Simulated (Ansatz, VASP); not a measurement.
# Two plane-wave programs on Y

```
Y
1.0
     3.65494    0.00000    0.00000
    -1.82747    3.16527    0.00000
     0.00000    0.00000    5.67546
Y
2
Direct
  0.33333 0.66667 0.25000
  0.66667 0.33333 0.75000
```

Alike in both runs: task relaxation of cell and atoms; functional LDA; k mesh 15 × 15 × 8; occupations gaussian, width 0.1 eV; no spin polarisation.

```csv
,VASP,Ansatz
version,VASP 6.6.1,Ansatz 0.2.0
potentials or method,"VASP PAW LDA potentials, release 64 (Y_sv), cutoff 600 eV","scalar-relativistic, plane waves, PAW"
valence electrons in the cell,22,22
```

Ansatz gave:

```
gap on the k mesh at the Fermi level, each at its own relaxed structure (eV) : none
relaxed volume (Å³/atom)                                                     : 29.93
relaxed cell length with the largest relative difference (Å)                 : 3.545
```

**Question.** What did VASP give for the same quantities?

**Answer.** gap on the k mesh at the Fermi level, each at its own relaxed structure (eV): none; relaxed volume (Å³/atom): 29.84; relaxed cell length with the largest relative difference (Å): 3.539.

LDA's correlation is that of Perdew and Zunger in VASP and of Perdew and Wang (1992) in Ansatz. A gap of «none» marks a metal or a gap that the smearing closes.
